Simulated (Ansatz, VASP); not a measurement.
# Two plane-wave programs on WC

The input POSCAR:

```
WC
1.0
    2.9118677777      0.0000000000      0.0000000000
   -1.4559338889      2.5217514680      0.0378262720
    0.0000000000      0.0425541224      2.8369414953
W C
1 1
Direct
    0.0000000000      0.0000000000      0.0000000000
    0.6666666667      0.3333333333      0.5000000000
```

INCAR.step1

```
PREC = Accurate
ENCUT = 910
ISMEAR = 0
SIGMA = 0.05
LREAL = F
LASPH = T
NELM = 120
NBANDS = 16
GGA = PE
ALGO = Normal
EDIFF = 1E-5
LWAVE = T
LCHARG = F
GGA_COMPAT = F
```

INCAR.step2

```
PREC = Accurate
ENCUT = 910
EDIFF = 1E-6
ISMEAR = 0
SIGMA = 0.05
LREAL = F
LASPH = T
NELM = 120
ALGO = Normal
ISIF = 2
LWAVE = F
LCHARG = F
METAGGA = R2SCAN
LMIXTAU = T
NBANDS = 16
ISTART = 1
GGA_COMPAT = F
```

Contents of KPOINTS:

```
Automatic mesh
0
Gamma
  14 14 12
```

Input for Ansatz:

```yaml
crystal:
  lattice:
    - [2.9118677777, 0.0, 0.0]
    - [-1.4559338889, 2.521751468, 0.037826272]
    - [0.0, 0.0425541224, 2.8369414953]
  atoms:
    - { symbol: W, position: [0.0, 0.0, 0.0] }
    - { symbol: C, position: [0.6666666667, 0.3333333333, 0.5] }
basis:
  ecutwfc: 500
  ecutrho_ratio: 4
kpoints:
  mp_grid: { grid: [14, 14, 12] }
hamiltonian:
  xc: r2scan
scf:
  occupations: { method: gaussian, width: 0.05 }
output:
  forces: true
  stress: true
  eigenvalues: true
```

Change from the starting cell: strain e4 = +0.03, atoms carried along.

Alike in both runs: task single point; functional r2SCAN; k mesh 14 × 14 × 12; occupations gaussian, width 0.05 eV; no spin polarisation.

|  | VASP | Ansatz |
| --- | --- | --- |
| version | VASP 6.6.1 | Ansatz 0.2.0 |
| potentials or method | VASP PAW PBE potentials, release 64 (W_sv, C_h), cutoff 910 eV | scalar-relativistic, plane waves, PAW |
| valence electrons in the cell | 18 | 18 |

```csv
,VASP,Ansatz,Ansatz less VASP
gap on the k mesh at the Fermi level (eV),none,none,-
rms of the force components (eV/Å),0.015,0.015,-0.0001
```

VASP's potentials were made for PBE, not for r2SCAN. Atom by atom the forces differ by 0.000 eV/Å (rms over components). A gap of «none» marks a metal or a gap that the smearing closes.

Spin-orbit coupling is off throughout. Noted on VASP's run: the cutoff is short for stress, so the pressure is rough.
